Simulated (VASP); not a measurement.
# Al2Pt (Fm-3m) in VASP: further runs, part 2 of 2

VASP 6.6.1. Earlier steps stand in the parts before.

### 4 Single point, PBE

This run uses another cell than the first one, of 17.55 Å³/atom, 1.020 times its volume.

File INCAR:

```
SYSTEM = Al2Pt
PREC     = Accurate       ! precision mode
ENCUT    = 520            ! plane-wave cutoff, eV
EDIFF    = 1E-6           ! SCF threshold, eV
ISMEAR   = -1             ! smearing method
SIGMA    = 0.05           ! smearing width, eV
LREAL    = .False.        ! projectors in reciprocal space
LASPH    = .True.         ! aspherical terms in the spheres
NELM     = 80             ! most SCF steps
ALGO     = Fast           ! electronic algorithm
ISIF     = 2              ! what is computed and relaxed
LWAVE    = .False.        ! write WAVECAR
LCHARG   = .False.        ! write CHGCAR
GGA      = PE             ! functional
NBANDS   = 15             ! bands
```

File KPOINTS:

```
regular mesh
0
Gamma
  8 8 8
  0 0 0
```

File POSCAR:

```
Al2Pt
1.0
    0.0000000000      2.9745701068      2.9745701068
    2.9745701068      0.0000000000      2.9745701068
    2.9745701068      2.9745701068      0.0000000000
Pt Al
1 2
Direct
    0.0000000000      0.0000000000      0.0000000000
    0.7500000000      0.7500000000      0.7500000000
    0.2500000000      0.2500000000      0.2500000000
```

Potentials or basis: VASP PAW PBE potentials, release 64 (Pt, Al).

Command:

```
$ cat potpaw_PBE.64/Pt/POTCAR potpaw_PBE.64/Al/POTCAR > POTCAR
$ mpirun -np 1 vasp_std > vasp.out
```

OUTCAR:

```text
SYSTEM = Al2Pt
   PREC = Accurate
   ENCUT = 520
   EDIFF = 1E-6
   ISMEAR = -1
   LREAL = .False.
   LASPH = .True.
   NELM = 80
   ISIF = 2
   GGA = PE

 ion  position               nearest neighbor table
   1  0.000  0.000  0.000-   2 2.58   2 2.58   2 2.58   2 2.58   3 2.58   3 2.58   3 2.58   3 2.58

   2  0.750  0.750  0.750-   1 2.58   1 2.58   1 2.58   1 2.58   3 2.97   3 2.97   3 2.97   3 2.97
                             3 2.97   3 2.97
   3  0.250  0.250  0.250-   1 2.58   1 2.58   1 2.58   1 2.58   2 2.97   2 2.97   2 2.97   2 2.97
                             2 2.97   2 2.97

  LATTYP: Found a face centered cubic cell.
 ALAT       =     5.9491402136

  Lattice vectors:

 A1 = (   0.0000000000,   2.9745701068,   2.9745701068)
 A2 = (   2.9745701068,   0.0000000000,   2.9745701068)
 A3 = (   2.9745701068,   2.9745701068,   0.0000000000)

Analysis of symmetry for initial positions (statically):
=====================================================================
 Subroutine PRICEL returns:
 Original cell was already a primitive cell.

 Routine SETGRP: Setting up the symmetry group for a
 face centered cubic supercell.

 Subroutine GETGRP returns: Found 48 space group operations
 (whereof 48 operations were pure point group operations)
 out of a pool of 48 trial point group operations.

The static configuration has the point symmetry O_h .

Analysis of symmetry for dynamics (positions and initial velocities):
=====================================================================
 Subroutine PRICEL returns:
 Original cell was already a primitive cell.

 Routine SETGRP: Setting up the symmetry group for a
 face centered cubic supercell.

 Subroutine GETGRP returns: Found 48 space group operations
 (whereof 48 operations were pure point group operations)
 out of a pool of 48 trial point group operations.

The dynamic configuration has the point symmetry O_h .

 Subroutine INISYM returns: Found 48 space group operations
 (whereof 48 operations are pure point group operations),
 and found     1 'primitive' translations

----------------------------------------------------------------------------------------

                                     Primitive cell

  volume of cell :      52.6384

  direct lattice vectors                    reciprocal lattice vectors
     0.000000000  2.974570107  2.974570107    -0.168091516  0.168091516  0.168091516
     2.974570107  0.000000000  2.974570107     0.168091516 -0.168091516  0.168091516
     2.974570107  2.974570107  0.000000000     0.168091516  0.168091516 -0.168091516

  length of vectors
     4.206677387  4.206677387  4.206677387     0.291143047  0.291143047  0.291143047

  position of ions in fractional coordinates (direct lattice)
     0.000000000  0.000000000  0.000000000
     0.750000000  0.750000000  0.750000000
     0.250000000  0.250000000  0.250000000

  ion indices of the primitive-cell ions
   primitive index   ion index
                 1           1
                 2           2
                 3           3

----------------------------------------------------------------------------------------

 KPOINTS: regular mesh

Automatic generation of k-mesh.
 Grid dimensions read from file:
 generate k-points for:    8    8    8

 Generating k-lattice:

[... 23 lines left out ...]
  0.125000  0.125000  0.000000      6.000000
[... 16 lines left out ...]
  0.500000  0.250000  0.125000     48.000000
 -0.375000  0.250000  0.125000     24.000000
 [... further k-points ...]
   k-points           NKPTS =     29   k-points in BZ     NKDIM =     29   number of bands    NBANDS=     15
   number of dos      NEDOS =    301   number of ions     NIONS =      3
   total plane-waves  NPLWV =  32768
   dimension x,y,z NGX =    32 NGY =   32 NGZ =   32
   dimension x,y,z NGXF=    64 NGYF=   64 NGZF=   64
   ions per type =               1   2
   NGX,Y,Z   is equivalent  to a cutoff of  12.65, 12.65, 12.65 a.u.
   NGXF,Y,Z  is equivalent  to a cutoff of  25.29, 25.29, 25.29 a.u.
 SYSTEM =  Al2Pt
   PREC   = accura    normal or accurate (medium, high low for compatibility)
   ISTART =      0    job   : 0-new  1-cont  2-samecut
   ICHARG =      2    charge: 1-file 2-atom 10-const
   ISPIN  =      1    spin polarized calculation?
   LNONCOLLINEAR =      F non collinear calculations
   LSORBIT =      F    spin-orbit coupling
   LASPH  =      T    aspherical Exc in radial PAW
   ENCUT  =  520.0 eV  38.22 Ry    6.18 a.u.   7.82  7.82  7.82*2*pi/ulx,y,z
   NELM   =     80;   NELMIN=  2; NELMDL= -5     # of ELM steps
   EDIFF  = 0.1E-05   stopping-criterion for ELM
   LREAL  =      F    real-space projection
   EDIFFG = 0.1E-04   stopping-criterion for IOM
   NSW    =      0    number of steps for IOM
   IBRION =     -1    ionic relax: 0-MD 1-quasi-New 2-CG
   NFREE  =      0    steps in history (QN), initial steepest desc. (CG)
   ISIF   =      2    stress and relaxation
   ISYM   =      2    0-nonsym 1-usesym 2-fastsym
   POTIM  = 0.5000    time-step for ionic-motion
   TEBEG  =    0.0;   TEEND  =   0.0 temperature during run
   PSTRESS=    0.0 pullay stress
   NELECT =      16.0000    total number of electrons
   NUPDOWN=      -1.0000    fix difference up-down
   EMIN   =  10.00;   EMAX   =-10.00  energy-range for DOS
   EFERMI =   0.00;   METHOD = LEGACY
   ISMEAR =    -1;   SIGMA  =   0.05  broadening in eV -4-tet -1-fermi 0-gaus
   EFERMI_NEDOS =   21; number of points for ismear=-14 and -15
   IALGO  =     68    algorithm
   IMIX   =      4    mixing-type and parameters
     AMIX     =   0.40;   BMIX     =  1.00
     AMIX_MAG =   1.60;   BMIX_MAG =  1.00
  volume/ion in A,a.u.               =      17.55       118.41
  Fermi-wavevector in a.u.,A,eV,Ry     =   1.100730  2.080077 16.484894  1.211605
  Thomas-Fermi vector in A             =   2.237145
   LORBIT       =      0    0 simple, 1 ext, 2 COOP (PROOUT), +10 PAW based schemes
   GGA     = PE    functional components
   LHFCALC =     F    Hartree Fock is set to
   AEXX    =    0.0000 exact exchange contribution
   IVDW    =     0    specifies the selected vdW correction
   LEPSILON=     F    determine dielectric tensor
   LRPA    =     F    only Hartree local field effects (RPA)
 non-spin polarized calculation
 RMM-DIIS sequential band-by-band and
  energy-cutoff  :      520.00
  volume of cell :       52.64
 maximum number of plane-waves:      1428
   NGX = 15   NGY = 15   NGZ = 15

 number of electron      16.0000000 magnetization

 Free energy of the ion-electron system (eV)
  ---------------------------------------------------
  ext. energy  EPLUGINS =         0.00000000
  ---------------------------------------------------
  free energy    TOTEN  =       -16.24505558 eV

  energy without entropy =      -16.23226230  energy(sigma->0) =      -16.23865894

 E-fermi :   7.6357     XC(G=0): -10.6153

 val. band max:        7.5585805646   @ k =   0.3750   0.2500   0.0000
 cond. band min:       7.6626571285   @ k =  -0.3750   0.1250   0.0000
 fundamental gap:      0.1040765639
 Fermi energy:         7.6356817074

 k-point     1 :       0.0000    0.0000    0.0000
  band No.  band energies     occupation
      1      -2.4222      2.00000
      2       2.7204      2.00000
      3       2.7204      2.00000
      4       2.7204      2.00000
      5       4.0550      2.00000
      6       4.0550      2.00000
      7      10.4716      0.00000
      8      11.4754      0.00000
      9      11.4754      0.00000
     10      11.4754      0.00000
     11      12.9668      0.00000
     12      12.9668      0.00000
     13      12.9668      0.00000
     14      13.9330      0.00000
[... 401 lines left out ...]
      2       1.6794      2.00000
      3       2.8857      2.00000
      4       3.3593      2.00000
      5       3.5948      2.00000
      6       4.2455      2.00000
      7       4.4939      2.00000
      8       6.6958      2.00000
      9       7.7928      0.08276
     10      11.4788      0.00000
     11      12.7662      0.00000
     12      14.4410      0.00000
     13      14.8467      0.00000
     14      15.9671      0.00000
     15      16.4215      0.00000

 [... further k-points ...]
[... 5 lines left out ...]
  --------------------------------------------------------------------------------------
  -------------------------------------------------------------------------------------
  Total       -0.1120418     -0.1120418     -0.1120418      0.0000000     -0.0000000      0.0000000
  in kB       -3.4102635     -3.4102635     -3.4102635      0.0000000     -0.0000000      0.0000000
  external PRESSURE =      -3.4102635 kB  Pullay stress =       0.0000000 kB

 VOLUME and BASIS-vectors are now :
 -----------------------------------------------------------------------------
  energy-cutoff  :      520.00
  volume of cell :       52.64
      direct lattice vectors                 reciprocal lattice vectors
     0.000000000  2.974570107  2.974570107    -0.168091516  0.168091516  0.168091516
     2.974570107  0.000000000  2.974570107     0.168091516 -0.168091516  0.168091516
     2.974570107  2.974570107  0.000000000     0.168091516  0.168091516 -0.168091516

 POSITION                                       TOTAL-FORCE (eV/Angst)
 -----------------------------------------------------------------------------------
      0.00000      0.00000      0.00000        -0.000000     -0.000000     -0.000000
      4.46186      4.46186      4.46186         0.000000      0.000000     -0.000000
      1.48729      1.48729      1.48729        -0.000000     -0.000000      0.000000
 -----------------------------------------------------------------------------------
    total drift:                                0.000000     -0.000000      0.000000

  FREE ENERGIE OF THE ION-ELECTRON SYSTEM (eV)
  ---------------------------------------------------
  free  energy   TOTEN  =       -16.2450555824 eV

  energy  without entropy=      -16.2322623035  energy(sigma->0) =      -16.23865894
```

It took 14 s on 1 thread of Intel Xeon Platinum 8559C (Emerald Rapids), shared host; peak memory 0.18 GiB.

Results:

```
Free energy            : -16.2451 eV
Pressure               : -0.3 GPa
Band gap on the k mesh : zero (band 8 reaches 11.48 eV, above the bottom of band 9 at 6.10 eV)
```

Levels at points of the mesh, in eV from the Fermi level:
| k point | band 4 | band 5 | band 6 | band 7 | band 8 | band 9 | band 10 | band 11 | band 12 | band 13 |
| --- | --- | --- | --- | --- | --- | --- | --- | --- | --- | --- |
| (0.00, 0.00, 0.00) | -4.92 | -3.58 | -3.58 | 2.84 | 3.84 | 3.84 | 3.84 | 5.33 | 5.33 | 5.33 |
| (0.50, 0.00, 0.00) | -4.60 | -3.61 | -3.37 | -3.37 | 1.05 | 1.05 | 3.76 | 5.10 | 5.10 | 5.22 |
| (0.50, 0.50, 0.00) | -3.67 | -3.67 | -3.32 | -3.10 | -1.54 | -1.54 | 3.04 | 3.39 | 8.09 | 10.63 |

Caveat: spin-orbit coupling is left out, which moves the levels of the heavy elements.

### 5 Single point, PBE

This run uses another cell than the first one, of 17.89 Å³/atom, 1.040 times its volume.

File INCAR:

```
PREC = Accurate ; ENCUT = 520
EDIFF = 1E-6 ; ISMEAR = -1
SIGMA = 0.05 ; LREAL = F
LASPH = T ; NELM = 60
ALGO = Normal ; ISIF = 2
LWAVE = F ; LCHARG = F
GGA = PE ; NBANDS = 15
```

File KPOINTS:

```
regular mesh
0
Gamma
  8 8 8
```

File POSCAR:

```
Al2Pt
1.0
    0.0000000000      2.9938860383      2.9938860383
    2.9938860383      0.0000000000      2.9938860383
    2.9938860383      2.9938860383      0.0000000000
Pt Al
1 2
Direct
    0.0000000000      0.0000000000      0.0000000000
    0.7500000000      0.7500000000      0.7500000000
    0.2500000000      0.2500000000      0.2500000000
```

Command:

```
$ cat potpaw_PBE.64/Pt/POTCAR potpaw_PBE.64/Al/POTCAR > POTCAR
$ mpirun -np 1 vasp_std > vasp.out
```

Run time: 10 s. Hardware: 1 thread of Intel Xeon Platinum 8559C (Emerald Rapids), shared host; peak memory 0.18 GiB.

It converged, with:

- Free energy: -16.2353 eV
- Pressure: -2.7 GPa
- Band gap on the k mesh: zero (band 8 reaches 11.24 eV, above the bottom of band 9 at 5.91 eV)

Levels at points of the mesh, in eV from the Fermi level:
```csv
k point,band 5,band 6,band 7,band 8,band 9,band 10,band 11,band 12
"(0.00, 0.00, 0.00)",-3.50,-3.50,2.69,3.83,3.83,3.83,5.23,5.23
"(0.50, 0.00, 0.00)",-3.55,-3.30,-3.30,1.05,1.05,3.72,5.02,5.02
"(0.50, 0.50, 0.00)",-3.60,-3.26,-3.04,-1.50,-1.50,2.91,3.36,8.08
```

Caveat: spin-orbit coupling is left out, which moves the levels of the heavy elements.

### 6 Single point, PBE

This run uses another cell than the first one, of 18.23 Å³/atom, 1.060 times its volume.

File INCAR:

```
SYSTEM = Al2Pt
ALGO = Normal
EDIFF = 1E-6
ENCUT = 520
GGA = PE
ISIF = 2
ISMEAR = -1
LASPH = .True.
LCHARG = .False.
LREAL = .False.
LWAVE = .False.
NBANDS = 15
NELM = 60
PREC = Accurate
SIGMA = 0.05
```

File KPOINTS:

```
k-points
0
Gamma
  8 8 8
  0 0 0
```

File POSCAR:

```
Al2Pt
1.0
    0.0000000000      3.0129558903      3.0129558903
    3.0129558903      0.0000000000      3.0129558903
    3.0129558903      3.0129558903      0.0000000000
Pt Al
1 2
Direct
    0.0000000000      0.0000000000      0.0000000000
    0.7500000000      0.7500000000      0.7500000000
    0.2500000000      0.2500000000      0.2500000000
```

Potentials or basis: VASP PAW PBE potentials, release 64 (Pt, Al).

Command:

```
$ cat potpaw_PBE.64/Pt/POTCAR potpaw_PBE.64/Al/POTCAR > POTCAR
$ mpirun -np 1 vasp_std > vasp.out
```

Run time: 10 s. Hardware: 1 thread of Intel Xeon Platinum 8559C (Emerald Rapids), shared host; peak memory 0.18 GiB.

It converged, with:

```
Free energy            : -16.2111 eV
Pressure               : -4.8 GPa
Band gap on the k mesh : zero (band 8 reaches 11.01 eV, above the bottom of band 9 at 5.74 eV)
```

Levels at points of the mesh, in eV from the Fermi level:
| k point | band 6 | band 7 | band 8 | band 9 | band 10 | band 11 |
| --- | --- | --- | --- | --- | --- | --- |
| (0.00, 0.00, 0.00) | -3.42 | 2.55 | 3.81 | 3.81 | 3.81 | 5.12 |
| (0.50, 0.00, 0.00) | -3.23 | -3.23 | 1.05 | 1.05 | 3.68 | 4.88 |
| (0.50, 0.50, 0.00) | -3.20 | -2.98 | -1.46 | -1.46 | 2.79 | 3.33 |

Caveat: spin-orbit coupling is left out, which moves the levels of the heavy elements.

### 7 Overview

| cell | gap on the mesh (eV) | pressure (GPa) |
| --- | --- | --- |
| a = 4.179 Å, angles 60.0°, 3 atoms | none | 2.3 |
| a = 4.151 Å, angles 60.0°, 3 atoms | none | 5.3 |
| a = 4.207 Å, angles 60.0°, 3 atoms | none | -0.3 |
| a = 4.234 Å, angles 60.0°, 3 atoms | none | -2.7 |
| a = 4.261 Å, angles 60.0°, 3 atoms | none | -4.8 |

Alike in all rows: task single point; level PBE; potentials or basis VASP PAW PBE potentials, release 64 (Pt, Al); no spin polarisation; k mesh 8 × 8 × 8; cutoff (eV) 520; smearing fermi-dirac 0.05 eV.

Caveats: spin-orbit coupling is left out, which moves the levels of the heavy elements.

Total energies depend on the potentials used, so only differences within one code and one set of settings carry meaning.
